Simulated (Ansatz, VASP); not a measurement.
TaN: VASP beside Ansatz

Contents of INCAR:

```
SYSTEM = TaN
ALGO = Normal
EDIFF = 1E-8
ENCUT = 520
GGA = PE
ISIF = 2
ISMEAR = -1
LASPH = .TRUE.
LCHARG = .FALSE.
LEFG = .TRUE.
LREAL = .FALSE.
LWAVE = .FALSE.
NBANDS = 33
NELM = 100
PREC = Accurate
SIGMA = 0.01
```

The input KPOINTS:

```
k-points
0
G
  6 6 9
  0 0 0
```

Contents of POSCAR:

```
TaN
1.0
    5.2304124715      0.0000000000      0.0000000000
   -2.6152062357      4.5296700726      0.0000000000
    0.0000000000      0.0000000000      2.9302787075
Ta N
3 3
Direct
    0.3333333333      0.6666666667      0.5000000000
    0.6666666667      0.3333333333      0.5000000000
    0.0000000000      0.0000000000      0.0000000000
    0.3928500000      0.0000000000      0.0000000000
    0.6071500000      0.6071500000      0.0000000000
    0.0000000000      0.3928500000      0.0000000000
```

Input for Ansatz:

```yaml
crystal:
  lattice:
    - [5.2304124715, 0.0, 0.0]
    - [-2.6152062357, 4.5296700726, 0.0]
    - [0.0, 0.0, 2.9302787075]
  atoms:
    - { symbol: Ta, position: [0.3333333333, 0.6666666667, 0.5] }
    - { symbol: Ta, position: [0.6666666667, 0.3333333333, 0.5] }
    - { symbol: Ta, position: [0.0, 0.0, 0.0] }
    - { symbol: "N", position: [0.39285, 0.0, 0.0] }
    - { symbol: "N", position: [0.60715, 0.60715, 0.0] }
    - { symbol: "N", position: [0.0, 0.39285, 0.0] }
kpoints:
  mp_grid: { grid: [6, 6, 9] }
scf:
  occupations: { method: fermi_dirac, width: 0.01 }
hamiltonian:
  xc: pbe
  pseudopotentials: { kind: all_electron, datasets: crystal }
output:
  forces: true
  stress: true
  eigenvalues: true
  efg: { contact_densities: true }
```

Change from the starting cell: volume scaled by 1.02, crystal datasets.

Alike in both runs: task electric field gradients; functional PBE; k mesh 6 × 6 × 9; occupations fermi-dirac, width 0.01 eV; no spin polarisation.

|  | VASP | Ansatz |
| --- | --- | --- |
| version | VASP 6.6.1 | Ansatz 0.2.0 |
| potentials or method | VASP PAW PBE potentials, release 64 (Ta_pv, N), cutoff 520 eV | all-electron PAW with datasets made for the crystal, scalar-relativistic |

```tsv
	VASP	Ansatz	Ansatz less VASP
pressure (GPa)	-0.7	-1.3	-0.55
traceless stress, the component that is largest in VASP (GPa)	-0.52	-0.34	+0.178
rms of the force components (eV/Å)	0.011	0.017	+0.0056
size of Vzz on the site where it differs most (V/Å²)	165.4	98.2	-67.22
```

Atom by atom the forces differ by 0.006 eV/Å (rms over components). Ansatz ran all-electron here, and VASP with PAW potentials.

Neither program's run includes spin-orbit coupling.
